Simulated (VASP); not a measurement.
# GaN (P6_3mc) in VASP: a series of runs

GaN is run at these levels: PBEsol+D3(BJ); tasks: single point.

Everything below comes from runs of VASP 6.6.1. Logs are shortened: lines on timing, memory, paths and dates and some standing lists are left out, and cuts for length are marked.

### Step 1. The cell of the first run

The structure is hexagonal, space group P6_3mc (No. 186). The conventional cell has a = 3.115 Å, b = 3.115 Å, c = 5.061 Å, α = 90.00°, β = 90.00°, γ = 120.00°. Ga (site symmetry 3m) has 4 N at 1.90 to 1.91 Å within 2.5 Å. Within 2.5 Å of N (site symmetry 3m) lie 4 Ga at 1.90 to 1.91 Å.

### Step 2. Single point, PBEsol+D3(BJ)

Input file INCAR:

```
SYSTEM = GaN
PREC     = Accurate       ! precision mode
ENCUT    = 520            ! plane-wave cutoff, eV
EDIFF    = 1E-6           ! SCF threshold, eV
ISMEAR   = -1             ! smearing method
SIGMA    = 0.05           ! smearing width, eV
LREAL    = .FALSE.        ! projectors in reciprocal space
LASPH    = .TRUE.         ! aspherical terms in the spheres
NELM     = 100            ! most SCF steps
ALGO     = Normal         ! electronic algorithm
ISIF     = 2              ! what is computed and relaxed
LWAVE    = .FALSE.        ! write WAVECAR
LCHARG   = .FALSE.        ! write CHGCAR
GGA      = PS             ! functional
IVDW     = 12             ! dispersion correction
NBANDS   = 26             ! bands
```

Input file KPOINTS:

```
Automatic mesh
0
G
  10 10 5
  0 0 0
```

Input file POSCAR:

```
GaN
1.0
    3.1150838257      0.0000000000      0.0000000000
   -1.5575419129      2.6977417280      0.0000000000
    0.0000000000      0.0000000000      5.0605418376
Ga N
2 2
Direct
    0.6666666667      0.3333333333      0.5000000000
    0.3333333333      0.6666666667      0.0000000000
    0.6666666667      0.3333333333      0.8750000000
    0.3333333333      0.6666666667      0.3750000000
```

Potentials or basis: VASP PAW PBE potentials, release 64 (Ga_d, N).

On the command line:

```bash
$ cat potpaw_PBE.64/Ga_d/POTCAR potpaw_PBE.64/N/POTCAR > POTCAR
$ mpirun -np 1 vasp_std > vasp.out
```

OUTCAR:

```text
SYSTEM = GaN
   PREC = Accurate
   ENCUT = 520
   EDIFF = 1E-6
   ISMEAR = -1
   LREAL = .FALSE.
   LASPH = .TRUE.
   NELM = 100
   ISIF = 2
   GGA = PS
   IVDW = 12
 IVDW          = 12

 ion  position               nearest neighbor table
   1  0.667  0.333  0.500-   3 1.90   4 1.91   4 1.91   4 1.91
   2  0.333  0.667  0.000-   4 1.90   3 1.91   3 1.91   3 1.91
   3  0.667  0.333  0.875-   1 1.90   2 1.91   2 1.91   2 1.91
   4  0.333  0.667  0.375-   2 1.90   1 1.91   1 1.91   1 1.91

  LATTYP: Found a hexagonal cell.
 ALAT       =     3.1150838257
 C/A-ratio  =     1.6245283019

  Lattice vectors:

 A1 = (   3.1150838257,   0.0000000000,   0.0000000000)
 A2 = (  -1.5575419129,   2.6977417280,   0.0000000000)
 A3 = (   0.0000000000,   0.0000000000,   5.0605418376)

Analysis of symmetry for initial positions (statically):
=====================================================================
 Subroutine PRICEL returns:
 Original cell was already a primitive cell.

 Routine SETGRP: Setting up the symmetry group for a
 hexagonal supercell.

 Subroutine GETGRP returns: Found 12 space group operations
 (whereof  6 operations were pure point group operations)
 out of a pool of 24 trial point group operations.

The static configuration has the point symmetry C_3v.
 The point group associated with its full space group is C_6v.

Analysis of symmetry for dynamics (positions and initial velocities):
=====================================================================
 Subroutine PRICEL returns:
 Original cell was already a primitive cell.

 Routine SETGRP: Setting up the symmetry group for a
 hexagonal supercell.

 Subroutine GETGRP returns: Found 12 space group operations
 (whereof  6 operations were pure point group operations)
 out of a pool of 24 trial point group operations.

The dynamic configuration has the point symmetry C_3v.
 The point group associated with its full space group is C_6v.

 Subroutine INISYM returns: Found 12 space group operations
 (whereof  6 operations are pure point group operations),
 and found     1 'primitive' translations

----------------------------------------------------------------------------------------

                                     Primitive cell

[... 90 lines left out ...]
   LSORBIT =      F    spin-orbit coupling
   LASPH  =      T    aspherical Exc in radial PAW
   ENCUT  =  520.0 eV  38.22 Ry    6.18 a.u.   5.79  5.79  9.41*2*pi/ulx,y,z
   NELM   =    100;   NELMIN=  2; NELMDL= -5     # of ELM steps
   EDIFF  = 0.1E-05   stopping-criterion for ELM
   LREAL  =      F    real-space projection
   EDIFFG = 0.1E-04   stopping-criterion for IOM
   NSW    =      0    number of steps for IOM
   IBRION =     -1    ionic relax: 0-MD 1-quasi-New 2-CG
   NFREE  =      0    steps in history (QN), initial steepest desc. (CG)
   ISIF   =      2    stress and relaxation
   ISYM   =      2    0-nonsym 1-usesym 2-fastsym
   POTIM  = 0.5000    time-step for ionic-motion
   TEBEG  =    0.0;   TEEND  =   0.0 temperature during run
   PSTRESS=    0.0 pullay stress
   NELECT =      36.0000    total number of electrons
   NUPDOWN=      -1.0000    fix difference up-down
   EMIN   =  10.00;   EMAX   =-10.00  energy-range for DOS
   EFERMI =   0.00;   METHOD = LEGACY
   ISMEAR =    -1;   SIGMA  =   0.05  broadening in eV -4-tet -1-fermi 0-gaus
   EFERMI_NEDOS =   21; number of points for ismear=-14 and -15
   IALGO  =     38    algorithm
   IMIX   =      4    mixing-type and parameters
     AMIX     =   0.40;   BMIX     =  1.00
     AMIX_MAG =   1.60;   BMIX_MAG =  1.00
  volume/ion in A,a.u.               =      10.63        71.75
  Fermi-wavevector in a.u.,A,eV,Ry     =   1.548650  2.926524 32.631083  2.398317
  Thomas-Fermi vector in A             =   2.653570
   LORBIT       =      0    0 simple, 1 ext, 2 COOP (PROOUT), +10 PAW based schemes
   GGA     = PS    functional components
   LHFCALC =     F    Hartree Fock is set to
   AEXX    =    0.0000 exact exchange contribution
   IVDW    =    12    specifies the selected vdW correction
   LEPSILON=     F    determine dielectric tensor
   LRPA    =     F    only Hartree local field effects (RPA)
 non-spin polarized calculation
  energy-cutoff  :      520.00
  volume of cell :       42.53
 maximum number of plane-waves:      1165
 NGX is ok and might be reduce to    24
   NGX = 11   NGY = 11   NGZ = 19

 number of electron      36.0000022 magnetization

 Free energy of the ion-electron system (eV)
  ---------------------------------------------------
  ext. energy  EPLUGINS =         0.00000000
  ---------------------------------------------------
  free energy    TOTEN  =       -26.14170242 eV

  energy without entropy =      -26.14170242  energy(sigma->0) =      -26.14170242

 E-fermi :   7.0381     XC(G=0): -12.2951

 val. band max:        6.0053160813   @ k =   0.0000   0.0000   0.0000
 cond. band min:       8.3451583742   @ k =   0.0000   0.0000   0.0000
 fundamental gap:      2.3398422930
 Fermi energy:         7.0381172199

 k-point     1 :       0.0000    0.0000    0.0000
  band No.  band energies     occupation
      1     -10.6263      2.00000
      2      -9.4263      2.00000
      3      -7.4891      2.00000
      4      -7.4632      2.00000
      5      -7.4632      2.00000
      6      -7.3839      2.00000
[... 685 lines left out ...]
     25      18.2176      0.00000
     26      19.9243      0.00000

 [... further k-points ...]

------------------------ aborting loop because EDIFF is reached ----------------------------------------

 Edisp (eV)   -0.95093

 E8    (eV) :    -0.6025

  FORCE on cell =-STRESS in cart. coord.  units (eV):
  Direction    XX          YY          ZZ          XY          YZ          ZX
  --------------------------------------------------------------------------------------
  -------------------------------------------------------------------------------------
  Total       2.63477     2.63477     3.35892    -0.00000     0.00000     0.00000
  in kB      99.26259    99.26259   126.54440    -0.00000     0.00000     0.00000
  external pressure =      108.36 kB  Pullay stress =        0.00 kB

 VOLUME and BASIS-vectors are now :
 -----------------------------------------------------------------------------
  energy-cutoff  :      520.00
  volume of cell :       42.53
      direct lattice vectors                 reciprocal lattice vectors
     3.115083826  0.000000000  0.000000000     0.321018649  0.185340203  0.000000000
    -1.557541913  2.697741728  0.000000000     0.000000000  0.370680406  0.000000000
     0.000000000  0.000000000  5.060541838     0.000000000  0.000000000  0.197607298

 POSITION                                       TOTAL-FORCE (eV/Angst)
 -----------------------------------------------------------------------------------
      1.55754      0.89925      2.53027        -0.000000     -0.000000     -0.148240
     -0.00000      1.79849      0.00000         0.000000      0.000000     -0.148240
      1.55754      0.89925      4.42797        -0.000000      0.000000      0.148240
     -0.00000      1.79849      1.89770         0.000000     -0.000000      0.148240
 -----------------------------------------------------------------------------------
    total drift:                               -0.000000     -0.000000     -0.000229

  FREE ENERGIE OF THE ION-ELECTRON SYSTEM (eV)
  ---------------------------------------------------
  free  energy   TOTEN  =       -27.0926320121 eV

  energy  without entropy=      -27.0926320120  energy(sigma->0) =      -27.09263201
```

Run time: 15 s. Hardware: 1 thread of Intel Xeon 6975P-C (Granite Rapids), shared host; peak memory 0.18 GiB.

Results:

* Free energy: -27.0926 eV
* Pressure: 10.8 GPa
* Largest force: 0.148 eV/Å
* Band gap on the k mesh: 2.34 eV, direct
* Dispersion energy per atom: -0.238 eV

Forces in eV/Å, atoms in the order of the input:
```
Ga   0.000  0.000 -0.148
Ga   0.000  0.000 -0.148
N    0.000  0.000  0.148
N    0.000  0.000  0.148
```

Stress tensor (GPa, compression positive):
```
 9.93  0.00  0.00
 0.00  9.93  0.00
 0.00  0.00 12.65
```

Levels at points of the mesh, in eV from the valence-band top:
```
           k point  band 14  band 15  band 16  band 17  band 18  band 19  band 20  band 21  band 22  band 23
(0.00, 0.00, 0.00)    -1.16    -1.16    -0.07     0.00     0.00     2.34     4.63     9.51    10.18    10.18
(0.50, 0.00, 0.00)    -5.57    -4.62    -3.05    -2.50    -1.08     5.11     5.84     6.20     9.14    10.61
```

Caveat: the PAW data sets were made with another functional, which shifts forces and pressure a little.

### Step 3. Single point, PBEsol+D3(BJ)

This run uses another cell than the first one, of 10.86 Å³/atom, 1.021 times its volume.

Input file INCAR:

```
SYSTEM = GaN
ALGO     = Normal         ! electronic algorithm
EDIFF    = 1E-7           ! SCF threshold, eV
ENCUT    = 520            ! plane-wave cutoff, eV
GGA      = PS             ! functional
ISIF     = 2              ! what is computed and relaxed
ISMEAR   = -1             ! smearing method
IVDW     = 12             ! dispersion correction
LASPH    = .TRUE.         ! aspherical terms in the spheres
LCHARG   = .TRUE.         ! write CHGCAR
LELF     = .TRUE.         ! ELF
LREAL    = .FALSE.        ! projectors in reciprocal space
LVHAR    = .TRUE.       
LWAVE    = .FALSE.        ! write WAVECAR
NBANDS   = 26             ! bands
NELM     = 60             ! most SCF steps
PREC     = Accurate       ! precision mode
SIGMA    = 0.05           ! smearing width, eV
```

Input file KPOINTS:

```
k-points
0
G
  10 10 5
  0 0 0
```

Input file POSCAR:

```
GaN
1.0
    3.1370217585      0.0000000000      0.0000000000
   -1.5685108793      2.7167405351      0.0000000000
    0.0000000000      0.0000000000      5.0961806304
Ga N
2 2
Direct
    0.6666666667      0.3333333333      0.5000000000
    0.3333333333      0.6666666667      0.0000000000
    0.6666666667      0.3333333333      0.8750000000
    0.3333333333      0.6666666667      0.3750000000
```

Potentials or basis: VASP PAW PBE potentials, release 64 (Ga_d, N).

On the command line:

```bash
$ cat potpaw_PBE.64/Ga_d/POTCAR potpaw_PBE.64/N/POTCAR > POTCAR
$ mpirun -np 1 vasp_std > vasp.out
```

Run time: 19 s. Hardware: 1 thread of Intel Xeon 6975P-C (Granite Rapids), shared host; peak memory 0.19 GiB.

It converged, with:

- Free energy: -27.1401 eV
- Pressure: 5.9 GPa
- Largest force: 0.142 eV/Å
- Band gap on the k mesh: 2.20 eV, direct
- Dispersion energy per atom: -0.233 eV

Forces on the atoms (eV/Å):
```
Ga   0.000  0.000 -0.142
Ga   0.000  0.000 -0.142
N    0.000  0.000  0.142
N    0.000  0.000  0.142
```

Stress tensor (GPa, compression positive):
```
5.08 0.00 0.00
0.00 5.08 0.00
0.00 0.00 7.58
```

Levels at points of the mesh, in eV from the valence-band top:
```csv
k point,band 14,band 15,band 16,band 17,band 18,band 19,band 20,band 21,band 22,band 23
"(0.00, 0.00, 0.00)",-1.13,-1.13,-0.07,0.00,0.00,2.20,4.49,9.39,10.05,10.05
"(0.50, 0.00, 0.00)",-5.49,-4.52,-2.97,-2.43,-1.05,5.05,5.75,6.11,8.96,10.50
```

Caveat: the PAW data sets were made with another functional, which shifts forces and pressure a little. PBEsol gaps usually lie below the measured ones, often by a third to a half.
